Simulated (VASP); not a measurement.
Runs of VASP 6.6.1 on C. The structure is that of space group P6_3/mmc (No. 194), or close to it. The cells are those of the table. 

```csv
task,cell,k mesh,cutoff (eV),smearing,gap on the mesh (eV),pressure (GPa),largest force (eV/Å)
single point,"a = 2.520, b = 2.520, c = 4.180 Å, angles 90.0, 90.0, 120.0°, 4 atoms",9 × 9 × 4,520,gaussian 0.1 eV,(a),-8.3,0.08
single point,"a = 2.499, b = 2.499, c = 4.161 Å, angles 90.0, 90.0, 120.0°, 4 atoms",9 × 9 × 6,520,gaussian 0.02 eV,3.04,1.1,0.01
relaxation of cell and atoms,"relaxed from a = 2.499, b = 2.499, c = 4.161 Å, angles 90.0, 90.0, 120.0°, 4 atoms",9 × 9 × 6,600,gaussian 0.02 eV,3.04,0.0,-
single point,"a = 2.499, b = 2.499, c = 4.161 Å, angles 90.0, 90.0, 120.0°, 4 atoms",9 × 9 × 6,520,gaussian 0.1 eV,3.03,1.1,0.01
single point,"a = 2.499, b = 2.499, c = 4.161 Å, angles 90.0, 90.0, 120.0°, 4 atoms",9 × 9 × 6,520,gaussian 0.01 eV,3.04,1.1,0.01
```

Alike in all rows: level PBEsol; potentials or basis VASP PAW PBE potentials, release 64 (C); no spin polarisation.

Question: Estimate the missing entries.

Answer: (a) 3.08.

Caveats: the PAW data sets were made with another functional, which shifts forces and pressure a little.

A k mesh can miss the band edges.
